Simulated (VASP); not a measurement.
# Au (Fd-3m) in VASP: notebook

Runs on Au. Level: PBE. Tasks: density of states.

All numbers are computed with VASP 6.6.1; they aren't measurements. Logs are shortened: lines on timing, memory, paths and dates and some standing lists are left out, and cuts for length are marked.

## 1. The cell of the first run

The structure is cubic, space group Fd-3m (No. 227). The conventional cell has a = 4.652 Å, b = 4.652 Å, c = 4.652 Å, α = 90.00°, β = 90.00°, γ = 90.00°. Au (site symmetry -43m) has 4 Au at 2.01 Å within 2.7 Å.

## 2. Density of states, PBE (volume scaled by 0.43)

POSCAR

```
Au
1.0
    0.0000000000      2.3258452984      2.3258452984
    2.3258452984      0.0000000000      2.3258452984
    2.3258452984      2.3258452984      0.0000000000
Au
2
Direct
   -0.1250000000     -0.1250000000     -0.1250000000
    0.1250000000      0.1250000000      0.1250000000
```

INCAR.step1

```
PREC = Accurate
ENCUT = 520
EDIFF = 1E-7
ISMEAR = -1
SIGMA = 0.05
LREAL = False
LASPH = True
NELM = 80
ALGO = Normal
ISIF = 2
LWAVE = False
LCHARG = True
LMAXMIX = 4
GGA = PE
NBANDS = 18
```

KPOINTS.step1

```
regular mesh
0
Gamma
  12 12 12
```

INCAR.step2

```
PREC = Accurate
ENCUT = 520
EDIFF = 1E-7
ISMEAR = -5
SIGMA = 0.05
LREAL = False
LASPH = True
NELM = 80
ALGO = Normal
ISIF = 2
LWAVE = False
LCHARG = False
LMAXMIX = 4
GGA = PE
LORBIT = 11
NEDOS = 1001
ICHARG = 11
```

KPOINTS.step2

```
regular mesh
0
Gamma
  18 18 18
```

Potentials or basis: VASP PAW PBE potentials, release 64 (Au).

The run is started by

```sh
$ cat potpaw_PBE.64/Au/POTCAR > POTCAR
$ cp INCAR.step1 INCAR
$ cp KPOINTS.step1 KPOINTS
$ mpirun -np 1 vasp_std > vasp.out
$ cp INCAR.step2 INCAR
$ cp KPOINTS.step2 KPOINTS
$ mpirun -np 1 vasp_std > vasp.out
```

OUTCAR:

```text
PREC = Accurate
   ENCUT = 520
   EDIFF = 1E-7
   ISMEAR = -5
   LREAL = False
   LASPH = True
   NELM = 80
   ISIF = 2
   GGA = PE
   LORBIT = 11
   ICHARG = 11

 ion  position               nearest neighbor table
   1  0.875  0.875  0.875-   2 2.01   2 2.01   2 2.01   2 2.01
   2  0.125  0.125  0.125-   1 2.01   1 2.01   1 2.01   1 2.01

  LATTYP: Found a face centered cubic cell.
 ALAT       =     4.6516905968

  Lattice vectors:

 A1 = (   0.0000000000,   2.3258452984,   2.3258452984)
 A2 = (   2.3258452984,   0.0000000000,   2.3258452984)
 A3 = (   2.3258452984,   2.3258452984,   0.0000000000)

Analysis of symmetry for initial positions (statically):
=====================================================================
 Subroutine PRICEL returns:
 Original cell was already a primitive cell.

 Routine SETGRP: Setting up the symmetry group for a
 face centered cubic supercell.

 Subroutine GETGRP returns: Found 48 space group operations
 (whereof 12 operations were pure point group operations)
 out of a pool of 48 trial point group operations.

The static configuration has the point symmetry D_3d.
 The point group associated with its full space group is O_h .

Analysis of symmetry for dynamics (positions and initial velocities):
=====================================================================
 Subroutine PRICEL returns:
 Original cell was already a primitive cell.

 Routine SETGRP: Setting up the symmetry group for a
 face centered cubic supercell.

 Subroutine GETGRP returns: Found 48 space group operations
 (whereof 12 operations were pure point group operations)
 out of a pool of 48 trial point group operations.

The dynamic configuration has the point symmetry D_3d.
 The point group associated with its full space group is O_h .

 Subroutine INISYM returns: Found 48 space group operations
 (whereof 12 operations are pure point group operations),
 and found     1 'primitive' translations

----------------------------------------------------------------------------------------

                                     Primitive cell

  volume of cell :      25.1636

  direct lattice vectors                    reciprocal lattice vectors
     0.000000000  2.325845298  2.325845298    -0.214975605  0.214975605  0.214975605
     2.325845298  0.000000000  2.325845298     0.214975605 -0.214975605  0.214975605
     2.325845298  2.325845298  0.000000000     0.214975605  0.214975605 -0.214975605

  length of vectors
     3.289241965  3.289241965  3.289241965     0.372348670  0.372348670  0.372348670

  position of ions in fractional coordinates (direct lattice)
     0.875000000  0.875000000  0.875000000
     0.125000000  0.125000000  0.125000000

  ion indices of the primitive-cell ions
   primitive index   ion index
                 1           1
                 2           2

----------------------------------------------------------------------------------------

 KPOINTS: regular mesh

Automatic generation of k-mesh.
 Grid dimensions read from file:
 generate k-points for:   18   18   18

 Generating k-lattice:

  Cartesian coordinates                     Fractional coordinates (reciprocal lattice)
    -0.011943089  0.011943089  0.011943089     0.055555556  0.000000000  0.000000000
     0.011943089 -0.011943089  0.011943089     0.000000000  0.055555556  0.000000000
     0.011943089  0.011943089 -0.011943089     0.000000000  0.000000000  0.055555556

  Length of vectors
     0.020686037  0.020686037  0.020686037

  Shift w.r.t. Gamma in fractional coordinates (k-lattice)
     0.000000000  0.000000000  0.000000000

 TETIRR: Found    806 inequivalent tetrahedra from    34992

 Subroutine IBZKPT returns following result:
 ===========================================

 Found    195 irreducible k-points:

 Following reciprocal coordinates:
            Coordinates               Weight
  0.000000  0.000000  0.000000      1.000000
  0.055556  0.000000  0.000000      8.000000
  0.111111  0.000000  0.000000      8.000000
  0.166667  0.000000  0.000000      8.000000
  0.222222  0.000000  0.000000      8.000000
  0.277778  0.000000  0.000000      8.000000
[... 16 lines left out ...]
 -0.277778  0.055556  0.000000     24.000000
 -0.222222  0.055556  0.000000     24.000000
 [... further k-points ...]
   k-points           NKPTS =    195   k-points in BZ     NKDIM =    195   number of bands    NBANDS=     15
   number of dos      NEDOS =   1001   number of ions     NIONS =      2
   total plane-waves  NPLWV =  13824
   dimension x,y,z NGX =    24 NGY =   24 NGZ =   24
   dimension x,y,z NGXF=    48 NGYF=   48 NGZF=   48
   ions per type =               2
   NGX,Y,Z   is equivalent  to a cutoff of  12.13, 12.13, 12.13 a.u.
   NGXF,Y,Z  is equivalent  to a cutoff of  24.26, 24.26, 24.26 a.u.
 SYSTEM =  unknown system
   PREC   = accura    normal or accurate (medium, high low for compatibility)
   ISTART =      0    job   : 0-new  1-cont  2-samecut
   ICHARG =     11    charge: 1-file 2-atom 10-const
   ISPIN  =      1    spin polarized calculation?
   LNONCOLLINEAR =      F non collinear calculations
   LSORBIT =      F    spin-orbit coupling
   LASPH  =      T    aspherical Exc in radial PAW
   ENCUT  =  520.0 eV  38.22 Ry    6.18 a.u.   6.12  6.12  6.12*2*pi/ulx,y,z
   NELM   =     80;   NELMIN=  2; NELMDL=  0     # of ELM steps
   EDIFF  = 0.1E-06   stopping-criterion for ELM
   LREAL  =      F    real-space projection
   EDIFFG = 0.1E-05   stopping-criterion for IOM
   NSW    =      0    number of steps for IOM
   IBRION =     -1    ionic relax: 0-MD 1-quasi-New 2-CG
   NFREE  =      0    steps in history (QN), initial steepest desc. (CG)
   ISIF   =      2    stress and relaxation
   ISYM   =      2    0-nonsym 1-usesym 2-fastsym
   POTIM  = 0.5000    time-step for ionic-motion
   TEBEG  =    0.0;   TEEND  =   0.0 temperature during run
   PSTRESS=    0.0 pullay stress
   NELECT =      22.0000    total number of electrons
   NUPDOWN=      -1.0000    fix difference up-down
   EMIN   =  10.00;   EMAX   =-10.00  energy-range for DOS
   EFERMI =   0.00;   METHOD = LEGACY
   ISMEAR =    -5;   SIGMA  =   0.05  broadening in eV -4-tet -1-fermi 0-gaus
   EFERMI_NEDOS =   21; number of points for ismear=-14 and -15
   IALGO  =     38    algorithm
   IMIX   =      4    mixing-type and parameters
     AMIX     =   0.40;   BMIX     =  1.00
     AMIX_MAG =   1.60;   BMIX_MAG =  1.00
  volume/ion in A,a.u.               =      12.58        84.91
  Fermi-wavevector in a.u.,A,eV,Ry     =   1.565398  2.958174 33.340700  2.450472
  Thomas-Fermi vector in A             =   2.667880
   LORBIT       =     11    0 simple, 1 ext, 2 COOP (PROOUT), +10 PAW based schemes
   GGA     = PE    functional components
   LHFCALC =     F    Hartree Fock is set to
   AEXX    =    0.0000 exact exchange contribution
   IVDW    =     0    specifies the selected vdW correction
   LEPSILON=     F    determine dielectric tensor
   LRPA    =     F    only Hartree local field effects (RPA)
 non-spin polarized calculation
 Fermi weights with tetrahedron method with Bloechl corrections
  energy-cutoff  :      520.00
  volume of cell :       25.16
 maximum number of plane-waves:       700

 number of electron      21.9999997 magnetization

 Free energy of the ion-electron system (eV)
  ---------------------------------------------------
  ext. energy  EPLUGINS =         0.00000000
  ---------------------------------------------------
  free energy    TOTEN  =        14.16508428 eV

  energy without entropy =       14.16508428  energy(sigma->0) =       14.16508428

 E-fermi :  16.3727     XC(G=0): -14.1890

 val. band max:       16.4872422594   @ k =  -0.3333   0.4444   0.1111
 cond. band min:      16.2350204648   @ k =  -0.3889   0.3333   0.0556
 fundamental gap:     -0.2522217946
 Fermi energy:        16.3727078001

 k-point     1 :       0.0000    0.0000    0.0000
  band No.  band energies     occupation
      1       2.5283      2.00000
      2       4.5156      2.00000
      3       4.5156      2.00000
      4       5.9135      2.00000
      5       5.9135      2.00000
      6       5.9135      2.00000
      7      10.7044      2.00000
      8      10.7044      2.00000
      9      10.7044      2.00000
     10      15.2494      2.00000
     11      15.2494      2.00000
     12      27.6678      0.00000
     13      28.4036      0.00000
     14      28.7371      0.00000
     15      28.7371      0.00000

 k-point     2 :       0.0556    0.0000    0.0000
  band No.  band energies     occupation
      1       2.6172      2.00000
      2       4.4675      2.00000
      3       4.4675      2.00000
      4       5.8959      2.00000
      5       5.9951      2.00000
      6       5.9951      2.00000
      7      10.6041      2.00000
      8      10.6826      2.00000
      9      10.6826      2.00000
     10      15.2398      2.00000
     11      15.2398      2.00000
     12      27.1108      0.00000
     13      28.5243      0.00000
     14      28.7772      0.00000
     15      28.7775      0.00000

 k-point     3 :       0.1111    0.0000    0.0000
  band No.  band energies     occupation
      1       2.8761      2.00000
      2       4.3659      2.00000
      3       4.3659      2.00000
      4       5.8477      2.00000
      5       6.1841      2.00000
      6       6.1841      2.00000
      7      10.3334      2.00000
      8      10.6348      2.00000
      9      10.6348      2.00000
     10      15.2079      2.00000
     11      15.2079      2.00000
     12      26.3898      0.00000
     13      28.5694      0.00000
     14      28.8940      0.00000
     15      28.8940      0.00000
[... 343 lines left out ...]
 k-point    23 :      -0.2778    0.0556    0.0000
  band No.  band energies     occupation
      1       4.0707      2.00000
      2       4.3918      2.00000
      3       4.5814      2.00000
      4       5.6382      2.00000
      5       6.1111      2.00000
      6       6.7266      2.00000
      7       9.4857      2.00000
      8      10.5678      2.00000
      9      11.3797      2.00000
     10      14.3523      2.00000
     11      15.1941      2.00000
     12      21.7366      0.00000
     13      25.5702      0.00000
     14      27.7938      0.00000
     15      29.6932      0.00000

 k-point    24 :      -0.2222    0.0556    0.0000
  band No.  band energies     occupation
      1       3.9904      2.00000
      2       4.0190      2.00000
      3       4.4934      2.00000
      4       5.6560      2.00000
      5       6.2176      2.00000
      6       6.8058      2.00000
      7       9.5152      2.00000
      8      10.3784      2.00000
      9      11.1109      2.00000
     10      14.5731      2.00000
     11      15.3294      2.00000
     12      23.8428      0.00000
     13      25.8870      0.00000
     14      28.2717      0.00000
     15      29.6726      0.00000

 [... further k-points ...]
[... 5 lines left out ...]
  --------------------------------------------------------------------------------------
  -------------------------------------------------------------------------------------
  Total       65.6292340     65.6292340     65.6292340      0.0000000      0.0000000      0.0000000
  in kB     4178.6447217   4178.6447217   4178.6447217      0.0000000      0.0000000      0.0000000
  external PRESSURE =    4178.6447217 kB  Pullay stress =       0.0000000 kB

 VOLUME and BASIS-vectors are now :
 -----------------------------------------------------------------------------
  energy-cutoff  :      520.00
  volume of cell :       25.16
      direct lattice vectors                 reciprocal lattice vectors
     0.000000000  2.325845298  2.325845298    -0.214975605  0.214975605  0.214975605
     2.325845298  0.000000000  2.325845298     0.214975605 -0.214975605  0.214975605
     2.325845298  2.325845298  0.000000000     0.214975605  0.214975605 -0.214975605

 POSITION                                       TOTAL-FORCE (eV/Angst)
 -----------------------------------------------------------------------------------
      4.07023      4.07023      4.07023         0.000000      0.000000      0.000000
      0.58146      0.58146      0.58146        -0.000000     -0.000000     -0.000000
 -----------------------------------------------------------------------------------
    total drift:                                0.000000      0.000000      0.000000

  FREE ENERGIE OF THE ION-ELECTRON SYSTEM (eV)
  ---------------------------------------------------
  free  energy   TOTEN  =        14.1650842837 eV

  energy  without entropy=       14.1650842837  energy(sigma->0) =       14.16508428

 total charge

# of ion       s       p       d       tot
------------------------------------------
    1        1.005   1.059   9.338  11.402
    2        1.005   1.059   9.338  11.402
--------------------------------------------------
tot          2.010   2.118  18.676  22.804
```

Run time: 37 s. Hardware: 1 thread of Intel Xeon Platinum 8259CL at 2.50GHz (Skylake/Cascade Lake), shared host; peak memory 0.19 GiB.

Levels at points of the mesh, in eV from the Fermi level:
```tsv
k point	band 9	band 10	band 11	band 12	band 13	band 14
(0.00, 0.00, 0.00)	-5.67	-1.12	-1.12	11.30	12.03	12.36
(0.50, 0.00, 0.00)	-4.32	-2.28	-2.28	-0.07	8.79	11.52
(0.50, 0.50, 0.00)	-1.80	-1.80	0.65	0.65	3.08	3.08
```

Caveat: the cell differs from its parent crystal (volume scaled by 0.43); spin-orbit coupling is left out, which moves the levels of the heavy elements; tetrahedron occupations give inexact forces and stress in metals.

## 3. Density of states, PBE

This run uses another cell than the first one, of 29.26 Å³/atom, 2.326 times its volume.

POSCAR

```
Au
1.0
    0.0000000000      3.0814704409      3.0814704409
    3.0814704409      0.0000000000      3.0814704409
    3.0814704409      3.0814704409      0.0000000000
Au
2
Direct
   -0.1250000000     -0.1250000000     -0.1250000000
    0.1250000000      0.1250000000      0.1250000000
```

INCAR.step1

```
ALGO = Normal
EDIFF = 1E-6
ENCUT = 520
GGA = PE
ISIF = 2
ISMEAR = -1
LASPH = T
LCHARG = T
LMAXMIX = 4
LREAL = F
LWAVE = F
NBANDS = 18
NELM = 60
PREC = Accurate
SIGMA = 0.05
```

KPOINTS.step1

```
k-points
0
Gamma
  12 12 12
```

INCAR.step2

```
ALGO = Normal
EDIFF = 1E-6
ENCUT = 520
GGA = PE
ICHARG = 11
ISIF = 2
ISMEAR = -5
LASPH = T
LCHARG = F
LMAXMIX = 4
LORBIT = 11
LREAL = F
LWAVE = F
NBANDS = 18
NEDOS = 2001
NELM = 60
PREC = Accurate
SIGMA = 0.05
```

KPOINTS.step2

```
k-points
0
Gamma
  18 18 18
```

Potentials or basis: VASP PAW PBE potentials, release 64 (Au).

The run is started by

```sh
$ cat potpaw_PBE.64/Au/POTCAR > POTCAR
$ cp INCAR.step1 INCAR
$ cp KPOINTS.step1 KPOINTS
$ mpirun -np 1 vasp_std > vasp.out
$ cp INCAR.step2 INCAR
$ cp KPOINTS.step2 KPOINTS
$ mpirun -np 1 vasp_std > vasp.out
```

Wall time 65 s (1 thread of Intel Xeon 6975P-C, shared host); peak memory 0.29 GiB.

Results (log left out):

| Property | Result |
| --- | --- |
| Valence electrons inside the program's atomic spheres | Au 9.61 |

Levels at points of the mesh, in eV from the Fermi level:
| k point | band 8 | band 9 | band 10 | band 11 | band 12 | band 13 | band 14 | band 15 |
| --- | --- | --- | --- | --- | --- | --- | --- | --- |
| (0.00, 0.00, 0.00) | -2.24 | -2.24 | -1.28 | -1.28 | 8.43 | 9.44 | 9.44 | 9.44 |
| (0.50, 0.00, 0.00) | -2.02 | -1.41 | -1.41 | -0.75 | -0.40 | 6.69 | 6.69 | 8.59 |
| (0.50, 0.50, 0.00) | -2.70 | -1.24 | -1.24 | 0.24 | 0.24 | 3.75 | 3.75 | 7.94 |

Caveat: spin-orbit coupling is left out, which moves the levels of the heavy elements; tetrahedron occupations give inexact forces and stress in metals.

## 4. Density of states, PBE (volume scaled by 0.43)

POSCAR

```
Au
1.0
    0.0000000000      2.3258452984      2.3258452984
    2.3258452984      0.0000000000      2.3258452984
    2.3258452984      2.3258452984      0.0000000000
Au
2
Direct
   -0.1250000000     -0.1250000000     -0.1250000000
    0.1250000000      0.1250000000      0.1250000000
```

INCAR.step1

```
PREC = Accurate
ENCUT = 400
EDIFF = 1E-6
ISMEAR = -1
SIGMA = 0.05
LREAL = False
LASPH = True
NELM = 120
ALGO = Normal
ISIF = 2
LWAVE = False
LCHARG = True
LMAXMIX = 4
GGA = PE
NBANDS = 26
GGA_COMPAT = False
NEDOS = 2001
LORBIT = 11
```

KPOINTS.step1

```
regular mesh
0
Gamma
  12 12 12
```

INCAR.step2

```
PREC = Accurate
ENCUT = 400
EDIFF = 1E-6
ISMEAR = -5
SIGMA = 0.05
LREAL = False
LASPH = True
NELM = 120
ALGO = Normal
ISIF = 2
LWAVE = False
LCHARG = False
LMAXMIX = 4
GGA = PE
LORBIT = 11
NEDOS = 1001
ICHARG = 11
GGA_COMPAT = False
```

KPOINTS.step2

```
regular mesh
0
Gamma
  18 18 18
```

Potentials or basis: VASP PAW PBE potentials, release 64 (Au_sv_GW).

The run is started by

```sh
$ cat potpaw_PBE.64/Au_sv_GW/POTCAR > POTCAR
$ cp INCAR.step1 INCAR
$ cp KPOINTS.step1 KPOINTS
$ mpirun -np 1 vasp_std > vasp.out
$ cp INCAR.step2 INCAR
$ cp KPOINTS.step2 KPOINTS
$ mpirun -np 1 vasp_std > vasp.out
```

It took 3.5 min on 1 thread of AMD EPYC 7R43 (Zen 3), shared host; peak memory 0.15 GiB.

The run converged. Its results:

| Quantity | Value |
| --- | --- |
| Valence electrons inside the program's atomic spheres | Au 18.97 |

Levels at points of the mesh, in eV from the Fermi level:
```
           k point  band 16  band 17  band 18  band 19  band 20  band 21  band 22  band 23
(0.00, 0.00, 0.00)    -5.59    -5.59    -1.20    -1.20    11.36    12.28    12.45    12.45
(0.50, 0.00, 0.00)    -4.36    -4.36    -2.23    -2.23    -0.06     8.91    11.53    11.53
(0.50, 0.50, 0.00)    -7.31    -1.72    -1.72     0.60     0.60     3.12     3.12    11.84
```

Caveat: the cell differs from its parent crystal (volume scaled by 0.43); spin-orbit coupling is left out, which moves the levels of the heavy elements; tetrahedron occupations give inexact forces and stress in metals.
